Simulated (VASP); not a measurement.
Input of a VASP 6.6.1 run:

File INCAR:

```
PREC = Accurate ; ENCUT = 520
EDIFF = 1E-6 ; ISMEAR = -1
SIGMA = 0.05 ; LREAL = F
LASPH = T ; NELM = 80
ALGO = Normal ; ISIF = 2
LWAVE = F ; LCHARG = F
GGA = PS ; NBANDS = 15
```

File KPOINTS:

```
Automatic mesh
0
Gamma
  8 8 8
```

POSCAR

```
CaSe
1.0
    0.0000000000      2.9361604760      2.9361604760
    2.9361604760      0.0000000000      2.9361604760
    2.9361604760      2.9361604760      0.0000000000
Se Ca
1 1
Direct
    0.5000000000      0.5000000000      0.5000000000
    0.0000000000      0.0000000000      0.0000000000
```

Potentials or basis: VASP PAW PBE potentials, release 64 (Se, Ca_sv).

The run is started by

```sh
$ cat potpaw_PBE.64/Se/POTCAR potpaw_PBE.64/Ca_sv/POTCAR > POTCAR
$ mpirun -np 1 vasp_std > vasp.out
```

Q: Estimate the band gap on the k mesh.

A: 1.87 eV, indirect (least direct gap 2.84 eV).

Q: Estimate the pressure.

A: 0.1 GPa.

Caveat: the PAW data sets were made with another functional, which shifts forces and pressure a little. A k mesh can miss the band edges.
